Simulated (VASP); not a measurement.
The system is PbSe.

```
CELL_PARAMETERS angstrom
2.15488 -6.13395 0.00000
2.15488 6.13395 0.00000
0.00000 0.00000 4.45049
ATOMIC_POSITIONS crystal
Pb 0.63176 0.36824 0.75000
Pb 0.36824 0.63176 0.25000
Se 0.86129 0.13871 0.75000
Se 0.13871 0.86129 0.25000
```

Base run:

- Program: VASP 6.6.1
- Functional: LDA
- Potentials or basis: VASP PAW LDA potentials, release 64 (Pb_d, Se)
- Cutoff: 520 eV
- k mesh: 6 × 6 × 6
- Occupations: methfessel-paxton, width 0.01 eV
- Spin: no spin polarisation

Its results: band gap on the k mesh 1.02 eV, indirect (least direct gap 1.14 eV); pressure -3.2 GPa; largest force 0.075 eV/Å.

Problem. The run is repeated on the same cell with these changes: k mesh from 6 × 6 × 6 to 4 × 4 × 4. What comes out?

Solution. Band gap on the k mesh 1.10 eV, indirect (least direct gap 1.35 eV); pressure -3.3 GPa; largest force 0.083 eV/Å.

Caveats: spin-orbit coupling is left out, which moves the levels of the heavy elements.

A k mesh can miss the band edges.
